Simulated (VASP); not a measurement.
BAs: single point with PBE

Crystal: BAs.

```
As B
1.0
     0.00000    2.27676    2.27676
     2.27676    0.00000    2.27676
     2.27676    2.27676    0.00000
As B
1 1
Direct
  0.75000 0.75000 0.75000
  0.00000 0.00000 0.00000
```

- Program: VASP 6.6.1
- Task: single point
- Functional: PBE
- Potentials or basis: VASP PAW PBE potentials, release 64 (As, B)
- Cutoff: 520 eV
- k mesh: 10 × 10 × 10
- Occupations: fermi-dirac, width 0.05 eV
- Spin: no spin polarisation
- Dipole correction: no
- Further INCAR settings: ALGO = Normal; EDIFF = 1e-07; NBANDS = 11

The pressure is 31.4 GPa and the band gap on the k mesh is 1.02 eV, indirect (least direct gap 3.48 eV).

Levels at points of the mesh, in eV from the valence-band top:
| k point | band 1 | band 2 | band 3 | band 4 | band 5 | band 6 | band 7 | band 8 | band 9 |
| --- | --- | --- | --- | --- | --- | --- | --- | --- | --- |
| (0.00, 0.00, 0.00) | -16.80 | 0.00 | 0.00 | 0.00 | 3.48 | 3.48 | 3.48 | 6.57 | 10.36 |
| (0.50, 0.00, 0.00) | -13.37 | -9.92 | -2.08 | -2.08 | 3.59 | 4.94 | 4.94 | 9.09 | 13.86 |
| (0.50, 0.50, 0.00) | -11.82 | -9.38 | -4.72 | -4.72 | 1.22 | 1.30 | 12.80 | 12.80 | 14.23 |

Wall time 9.7 s on 1 thread of Intel Xeon 8259CL (shared host), peak memory 0.14 GiB.

A k mesh can miss the band edges. PBE gaps usually lie below the measured ones, often by a third to a half.
